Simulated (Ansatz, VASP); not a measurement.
# Zr: VASP beside Ansatz

```
Zr
1.0
     0.00000    2.26462    2.26462
     2.26462    0.00000    2.26462
     2.26462    2.26462    0.00000
Zr
1
Direct
  0.00000 0.00000 0.00000
```

Alike in both runs: task single point; functional PBE; k mesh 4 × 4 × 4; occupations gaussian, width 0.1 eV; collinear spin; Hubbard terms Zr d U = 0.75 eV.

|  | VASP | Ansatz |
| --- | --- | --- |
| version | VASP 6.6.1 | Ansatz 0.2.0 |
| potentials or method | VASP PAW PBE potentials, release 64 (Zr_sv), cutoff 500 eV | scalar-relativistic, plane waves, PAW |
| valence electrons in the cell | 12 | 12 |

|  | VASP | Ansatz | Ansatz less VASP |
| --- | --- | --- | --- |
| gap on the k mesh at the Fermi level (eV) | none | none | - |
| pressure (GPa) | 2.7 | 1.0 | -1.63 |
| net moment per atom (μB) | 0.05 | 0.14 | +0.097 |
| size of the moment on the site where the two differ most (μB) | 0.03 | 0.10 | +0.069 |

Site moments also hang on the region over which each program counts them. The programs project onto different local orbitals, so the same U acts differently, and such runs can settle in different states. A gap of «none» marks a metal or a gap that the smearing closes. Ansatz's warnings: filled band counts differ across k points, no starting moments.

The k mesh is coarse, so the values compare programs but aren't converged.
